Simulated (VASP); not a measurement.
# Er3RuC (P4/mmm) in VASP: relaxation of cell and atoms with PBE

Aim: the relaxation of cell and atoms of Er3RuC with PBE.

Program: VASP 6.6.1. These are calculated values, not measurements. Logs are shortened: lines on timing, memory, paths and dates and some standing lists are left out, and cuts for length are marked.

## Step 1: The cell of the first run

It takes space group P4/mmm (No. 123, tetragonal). The conventional cell has a = 5.138 Å, b = 5.138 Å, c = 4.688 Å, α = 90.00°, β = 90.00°, γ = 90.00°. Er (site symmetry mmm) has 2 Ru at 2.57 Å and 2 C at 2.57 Å and 8 Er at 3.48 to 3.63 Å within 3.7 Å. Within 3.1 Å of Er (site symmetry 4/mmm) lie 2 C at 2.34 Å. Within 3.4 Å of Ru (site symmetry 4/mmm) lie 4 Er at 2.57 Å. C (site symmetry 4/mmm) has 6 Er at 2.34 to 2.57 Å within 3.1 Å.

The cell was generated, and may not be a known phase.

## Step 2: Relaxation of cell and atoms, PBE

File INCAR:

```
SYSTEM = Er3RuC
  ALGO = Normal
  EDIFF = 1E-7
  EDIFFG = -0.01
  ENCUT = 600
  GGA = PE
  GGA_COMPAT = .False.
  IBRION = 2
  ISIF = 3
  ISMEAR = 0
  LASPH = .True.
  LCHARG = .False.
  LMAXMIX = 6
  LREAL = .False.
  LWAVE = .False.
  NELM = 200
  NELMIN = 4
  NSW = 100
  PREC = Accurate
  SIGMA = 0.1
```

File KPOINTS:

```
k-points
0
Gamma
  8 8 8
  0 0 0
```

File POSCAR:

```
Er3RuC
1.0
    5.1379351942      0.0000000000      0.0000000000
    0.0000000000      5.1379351942      0.0000000000
    0.0000000000      0.0000000000      4.6881683180
Er Ru C
3 1 1
Direct
    0.0000000000      0.5000000000      0.5000000000
    0.5000000000      0.0000000000      0.5000000000
    0.5000000000      0.5000000000      0.0000000000
    0.0000000000      0.0000000000      0.5000000000
    0.5000000000      0.5000000000      0.5000000000
```

Potentials or basis: VASP PAW PBE potentials, release 64 (Er_3, Ru_pv, C), 4f in core.

Command:

```console
> cat potpaw_PBE.64/Er_3/POTCAR potpaw_PBE.64/Ru_pv/POTCAR potpaw_PBE.64/C/POTCAR > POTCAR
> mpirun -np 1 vasp_std > vasp.out
```

OUTCAR:

```text
SYSTEM = Er3RuC
   EDIFF = 1E-7
   EDIFFG = -0.01
   ENCUT = 600
   GGA = PE
   IBRION = 2
   ISIF = 3
   ISMEAR = 0
   LASPH = .True.
   LREAL = .False.
   NELM = 200
   NELMIN = 4
   NSW = 100
   PREC = Accurate

 ion  position               nearest neighbor table
   1  0.000  0.500  0.500-   4 2.57   5 2.57   4 2.57   5 2.57   3 3.48   3 3.48   3 3.48   3 3.48
                             2 3.63   2 3.63   2 3.63   2 3.63
   2  0.500  0.000  0.500-   4 2.57   5 2.57   5 2.57   4 2.57   3 3.48   3 3.48   3 3.48   3 3.48
                             1 3.63   1 3.63   1 3.63   1 3.63
   3  0.500  0.500  0.000-   5 2.34   5 2.34   1 3.48   1 3.48   2 3.48   2 3.48   2 3.48   2 3.48
                             1 3.48   1 3.48
   4  0.000  0.000  0.500-   1 2.57   2 2.57   1 2.57   2 2.57
   5  0.500  0.500  0.500-   3 2.34   3 2.34   1 2.57   2 2.57   2 2.57   1 2.57

  LATTYP: Found a simple tetragonal cell.
 ALAT       =     5.1379351942
 C/A-ratio  =     0.9124615513

  Lattice vectors:

 A1 = (   5.1379351942,   0.0000000000,   0.0000000000)
 A2 = (   0.0000000000,   5.1379351942,   0.0000000000)
 A3 = (   0.0000000000,   0.0000000000,   4.6881683180)

Analysis of symmetry for initial positions (statically):
=====================================================================
 Subroutine PRICEL returns:
 Original cell was already a primitive cell.

 Routine SETGRP: Setting up the symmetry group for a
 simple tetragonal supercell.

 Subroutine GETGRP returns: Found 16 space group operations
 (whereof 16 operations were pure point group operations)
 out of a pool of 16 trial point group operations.

The static configuration has the point symmetry D_4h.

Analysis of symmetry for dynamics (positions and initial velocities):
=====================================================================
 Subroutine PRICEL returns:
 Original cell was already a primitive cell.

 Routine SETGRP: Setting up the symmetry group for a
 simple tetragonal supercell.

 Subroutine GETGRP returns: Found 16 space group operations
 (whereof 16 operations were pure point group operations)
 out of a pool of 16 trial point group operations.

The dynamic configuration has the point symmetry D_4h.

 Subroutine INISYM returns: Found 16 space group operations
 (whereof 16 operations are pure point group operations),
 and found     1 'primitive' translations

----------------------------------------------------------------------------------------

                                     Primitive cell

  volume of cell :     123.7600

  direct lattice vectors                    reciprocal lattice vectors
     5.137935194  0.000000000  0.000000000     0.194630715  0.000000000  0.000000000
     0.000000000  5.137935194  0.000000000     0.000000000  0.194630715  0.000000000
     0.000000000  0.000000000  4.688168318     0.000000000  0.000000000  0.213302922

  length of vectors
     5.137935194  5.137935194  4.688168318     0.194630715  0.194630715  0.213302922

  position of ions in fractional coordinates (direct lattice)
     0.000000000  0.500000000  0.500000000
     0.500000000  0.000000000  0.500000000
     0.500000000  0.500000000  0.000000000
     0.000000000  0.000000000  0.500000000
     0.500000000  0.500000000  0.500000000

  ion indices of the primitive-cell ions
   primitive index   ion index
                 1           1
                 2           2
                 3           3
                 4           4
                 5           5

----------------------------------------------------------------------------------------

 KPOINTS: k-points

Automatic generation of k-mesh.
 Grid dimensions read from file:
 generate k-points for:    8    8    8

 Generating k-lattice:

  Cartesian coordinates                     Fractional coordinates (reciprocal lattice)
     0.024328839  0.000000000  0.000000000     0.125000000  0.000000000  0.000000000
     0.000000000  0.024328839  0.000000000     0.000000000  0.125000000  0.000000000
     0.000000000  0.000000000  0.026662865     0.000000000  0.000000000  0.125000000

  Length of vectors
     0.024328839  0.024328839  0.026662865

  Shift w.r.t. Gamma in fractional coordinates (k-lattice)
     0.000000000  0.000000000  0.000000000

 Subroutine IBZKPT returns following result:
 ===========================================

 Found     75 irreducible k-points:

 Following reciprocal coordinates:
            Coordinates               Weight
  0.000000  0.000000  0.000000      1.000000
  0.125000  0.000000  0.000000      4.000000
  0.250000  0.000000  0.000000      4.000000
  0.375000  0.000000  0.000000      4.000000
  0.500000  0.000000  0.000000      2.000000
  0.125000  0.125000  0.000000      4.000000
[... 16 lines left out ...]
  0.375000  0.125000  0.125000     16.000000
  0.500000  0.125000  0.125000      8.000000
 [... further k-points ...]
   k-points           NKPTS =     75   k-points in BZ     NKDIM =     75   number of bands    NBANDS=     27
   number of dos      NEDOS =    301   number of ions     NIONS =      5
   total plane-waves  NPLWV =  70560
   dimension x,y,z NGX =    42 NGY =   42 NGZ =   40
   dimension x,y,z NGXF=    84 NGYF=   84 NGZF=   80
   ions per type =               3   1   1
   NGX,Y,Z   is equivalent  to a cutoff of  13.59, 13.59, 14.18 a.u.
   NGXF,Y,Z  is equivalent  to a cutoff of  27.18, 27.18, 28.37 a.u.
 SYSTEM =  Er3RuC
   PREC   = accura    normal or accurate (medium, high low for compatibility)
   ISTART =      0    job   : 0-new  1-cont  2-samecut
   ICHARG =      2    charge: 1-file 2-atom 10-const
   ISPIN  =      1    spin polarized calculation?
   LNONCOLLINEAR =      F non collinear calculations
   LSORBIT =      F    spin-orbit coupling
   LASPH  =      T    aspherical Exc in radial PAW
   ENCUT  =  600.0 eV  44.10 Ry    6.64 a.u.  10.26 10.26  9.36*2*pi/ulx,y,z
   NELM   =    200;   NELMIN=  4; NELMDL= -5     # of ELM steps
   EDIFF  = 0.1E-06   stopping-criterion for ELM
   LREAL  =      F    real-space projection
   EDIFFG = -.1E-01   stopping-criterion for IOM
   NSW    =    100    number of steps for IOM
   IBRION =      2    ionic relax: 0-MD 1-quasi-New 2-CG
   NFREE  =      1    steps in history (QN), initial steepest desc. (CG)
   ISIF   =      3    stress and relaxation
   ISYM   =      2    0-nonsym 1-usesym 2-fastsym
   POTIM  = 0.5000    time-step for ionic-motion
   TEBEG  =    0.0;   TEEND  =   0.0 temperature during run
   PSTRESS=    0.0 pullay stress
   NELECT =      45.0000    total number of electrons
   NUPDOWN=      -1.0000    fix difference up-down
   EMIN   =  10.00;   EMAX   =-10.00  energy-range for DOS
   EFERMI =   0.00;   METHOD = LEGACY
   ISMEAR =     0;   SIGMA  =   0.10  broadening in eV -4-tet -1-fermi 0-gaus
   EFERMI_NEDOS =   21; number of points for ismear=-14 and -15
   IALGO  =     38    algorithm
   IMIX   =      4    mixing-type and parameters
     AMIX     =   0.40;   BMIX     =  1.00
     AMIX_MAG =   1.60;   BMIX_MAG =  1.00
  volume/ion in A,a.u.               =      24.75       167.03
  Fermi-wavevector in a.u.,A,eV,Ry     =   1.168473  2.208095 18.576446  1.365330
  Thomas-Fermi vector in A             =   2.304960
   LORBIT       =      0    0 simple, 1 ext, 2 COOP (PROOUT), +10 PAW based schemes
   GGA     = PE    functional components
   LHFCALC =     F    Hartree Fock is set to
   AEXX    =    0.0000 exact exchange contribution
   IVDW    =     0    specifies the selected vdW correction
   LEPSILON=     F    determine dielectric tensor
   LRPA    =     F    only Hartree local field effects (RPA)
 conjugate gradient relaxation of ions
 non-spin polarized calculation
 Gauss-broadening in eV      SIGMA  =   0.10
  energy-cutoff  :      600.00
  volume of cell :      123.76
 maximum number of plane-waves:      4168
 NGX is ok and might be reduce to    42
   NGX = 21   NGY = 21   NGZ = 19

--------------------------------------- Ionic step        1  -------------------------------------------

 number of electron      45.0000004 magnetization

 Free energy of the ion-electron system (eV)
  ---------------------------------------------------
  ext. energy  EPLUGINS =         0.00000000
  ---------------------------------------------------
  free energy    TOTEN  =       -29.93620585 eV

  energy without entropy =      -29.92070209  energy(sigma->0) =      -29.92845397

 E-fermi :   3.2688     XC(G=0):  -9.8734

 val. band max:        3.2526014263   @ k =   0.1250   0.0000   0.2500
 cond. band min:       3.2924431906   @ k =   0.5000   0.3750   0.0000
 fundamental gap:      0.0398417643
 Fermi energy:         3.2687811272

 k-point     1 :       0.0000    0.0000    0.0000
  band No.  band energies     occupation
      1     -38.2892      2.00000
      2     -38.2892      2.00000
      3     -38.1494      2.00000
      4     -21.6701      2.00000
      5     -21.6701      2.00000
      6     -21.3352      2.00000
[... 19 lines left out ...]
     26       4.0666      0.00000
     27       5.6063      0.00000
[... 790 lines left out ...]
 POSITION                                       TOTAL-FORCE (eV/Angst)
 -----------------------------------------------------------------------------------
      0.00000      2.58676      2.34849         0.000000      0.000000      0.000000
      2.58676      0.00000      2.34849         0.000000      0.000000      0.000000
      2.58676      2.58676      0.00000         0.000000      0.000000      0.000000
      0.00000      0.00000      2.34849         0.000000      0.000000      0.000000
      2.58676      2.58676      2.34849         0.000000      0.000000      0.000000
 -----------------------------------------------------------------------------------
    total drift:                                0.000000     -0.000000      0.000000

  FREE ENERGIE OF THE ION-ELECTRON SYSTEM (eV)
  ---------------------------------------------------
  free  energy   TOTEN  =       -29.9446156635 eV

  energy  without entropy=      -29.9292346952  energy(sigma->0) =      -29.93692518

--------------------------------------- Ionic step        4  -------------------------------------------

 number of electron      45.0000000 magnetization

 Free energy of the ion-electron system (eV)
  ---------------------------------------------------
  ext. energy  EPLUGINS =         0.00000000
  ---------------------------------------------------
  free energy    TOTEN  =       -29.94472770 eV

  energy without entropy =      -29.92932952  energy(sigma->0) =      -29.93702861

 E-fermi :   3.1810     XC(G=0):  -9.8123

 val. band max:        3.1664013522   @ k =   0.1250   0.0000   0.2500
 cond. band min:       3.1976078225   @ k =   0.5000   0.0000   0.1250
 fundamental gap:      0.0312064703
 Fermi energy:         3.1810151559

 k-point     1 :       0.0000    0.0000    0.0000
  band No.  band energies     occupation
      1     -38.3409      2.00000
      2     -38.3409      2.00000
      3     -38.2313      2.00000
      4     -21.7707      2.00000
      5     -21.7707      2.00000
      6     -21.4314      2.00000
[... 19 lines left out ...]
     26       3.9872      0.00000
     27       5.4906      0.00000
[... 703 lines left out ...]
 VOLUME and BASIS-vectors are now :
 -----------------------------------------------------------------------------
  energy-cutoff  :      600.00
  volume of cell :      125.62
      direct lattice vectors                 reciprocal lattice vectors
     5.174782459  0.000000000  0.000000000     0.193244838  0.000000000  0.000000000
     0.000000000  5.174782459 -0.000000000     0.000000000  0.193244838 -0.000000000
     0.000000000  0.000000000  4.691196891     0.000000000  0.000000000  0.213165216

 POSITION                                       TOTAL-FORCE (eV/Angst)
 -----------------------------------------------------------------------------------
      0.00000      2.58739      2.34560         0.000000     -0.000000      0.000000
      2.58739      0.00000      2.34560         0.000000     -0.000000      0.000000
      2.58739      2.58739     -0.00000         0.000000      0.000000      0.000000
      0.00000      0.00000      2.34560         0.000000     -0.000000      0.000000
      2.58739      2.58739      2.34560         0.000000      0.000000      0.000000
 -----------------------------------------------------------------------------------
    total drift:                                0.000000     -0.000000      0.000000

  FREE ENERGIE OF THE ION-ELECTRON SYSTEM (eV)
  ---------------------------------------------------
  free  energy   TOTEN  =       -29.9447276965 eV

  energy  without entropy=      -29.9293295162  energy(sigma->0) =      -29.93702861

 reached required accuracy - stopping structural energy minimisation
```

Wall time 16 min (1 thread of Intel Xeon Platinum 8488C (Sapphire Rapids), shared host); peak memory 0.48 GiB.

Results:

```yaml
Free_energy: -29.9447 eV
Relaxed_volume: 25.12 Å³/atom
Relaxed_cell: a = 5.175 Å, b = 5.175 Å, c = 4.691 Å, α = 90.00°, β = 90.00°, γ = 90.00°
Space_group_after_relaxing_to_0.1_Å: P4/mmm (No. 123)
Energy_gained_by_relaxing: 1.7 meV/atom
Ionic_steps: 4
Pressure_after_relaxing: 0.0 GPa
Band_gap_on_the_k_mesh: zero (an odd number of electrons rules out a gap without spin polarisation)
```

The path:
```tsv
step	energy change (eV)	largest force (eV/Å)	pressure (GPa)	volume (Å³)
1	0.0000	0.0000	1.16	123.76
2	-0.0050	0.0000	-0.78	127.00
3	-0.0084	0.0000	-0.04	125.72
4	-0.0085	0.0000	-0.01	125.62
```

Final structure:
```
CELL_PARAMETERS angstrom
5.17478 0.00000 0.00000
0.00000 5.17478 0.00000
0.00000 0.00000 4.69120
ATOMIC_POSITIONS crystal
Er 0.00000 0.50000 0.50000
Er 0.50000 0.00000 0.50000
Er 0.50000 0.50000 0.00000
Ru 0.00000 0.00000 0.50000
C 0.50000 0.50000 0.50000
```

Levels at points of the mesh, in eV from the Fermi level:
| k point | band 18 | band 19 | band 20 | band 21 | band 22 | band 23 | band 24 | band 25 | band 26 | band 27 |
| --- | --- | --- | --- | --- | --- | --- | --- | --- | --- | --- |
| (0.00, 0.00, 0.00) | -1.81 | -1.81 | -0.69 | -0.63 | -0.63 | 0.13 | 0.77 | 0.81 | 0.81 | 2.31 |
| (0.50, 0.00, 0.00) | -1.61 | -1.35 | -1.17 | -0.02 | 0.07 | 0.20 | 0.34 | 0.46 | 0.89 | 1.47 |
| (0.50, 0.50, 0.00) | -0.93 | -0.93 | -0.87 | -0.40 | -0.16 | -0.16 | -0.16 | 1.03 | 1.44 | 1.78 |
| (0.00, 0.00, 0.50) | -2.03 | -2.03 | -1.45 | -1.45 | -1.23 | -0.29 | 0.85 | 2.00 | 2.00 | 2.35 |
| (0.50, 0.00, 0.50) | -2.01 | -1.31 | -0.70 | -0.42 | -0.34 | 0.53 | 0.69 | 1.37 | 1.39 | 1.58 |
| (0.50, 0.50, 0.50) | -1.26 | -1.24 | -1.15 | -0.39 | -0.28 | 0.67 | 0.89 | 1.42 | 1.42 | 1.47 |

Caveat: spin-orbit coupling is left out, which moves the levels of the heavy elements; the 4f electrons are frozen in the core, so they carry no moment and show no levels.

The gap in the log of VASP goes by the Fermi energy; the results here count the filled bands.